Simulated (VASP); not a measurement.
Write the native input for VASP 6.6.1 that does the following.

```yaml
Task: single point
Functional: LDA
Potentials_or_basis: VASP PAW LDA potentials, release 64 (Bi_d)
Cutoff: 520 eV
k_mesh: 9 × 9 × 9
Occupations: fermi-dirac, width 0.05 eV
Spin: no spin polarisation
Dipole_correction: no
Further_INCAR_settings: ALGO = Fast; EDIFF = 1e-06; NBANDS = 14
```

The structure of Bi lies in POSCAR:

```
Bi
1.0
   -2.0075049763      2.0075049763      2.0075049763
    2.0075049763     -2.0075049763      2.0075049763
    2.0075049763      2.0075049763     -2.0075049763
Bi
1
Direct
    0.0000000000      0.0000000000      0.0000000000
```

These files were run (other wordings do the same):

INCAR

```
  ALGO = Fast
  EDIFF = 1E-6
  ENCUT = 520
  GGA = CA
  ISIF = 2
  ISMEAR = -1
  LASPH = T
  LCHARG = F
  LREAL = F
  LWAVE = F
  NBANDS = 14
  NELM = 100
  PREC = Accurate
  SIGMA = 0.05
```

KPOINTS

```
k-points
0
Gamma
  9 9 9
```

Potentials or basis: VASP PAW LDA potentials, release 64 (Bi_d).

Launch:

```bash
$ cat potpaw_LDA.64/Bi_d/POTCAR > POTCAR
$ mpirun -np 1 vasp_std > vasp.out
```

It gave:

The pressure is -5.0 GPa.

Wall time 8.5 s on 1 thread of Intel(R) Xeon(R) Platinum 8481C CPU @ 2.70GHz (Sapphire Rapids) (shared host), peak memory 0.14 GiB.
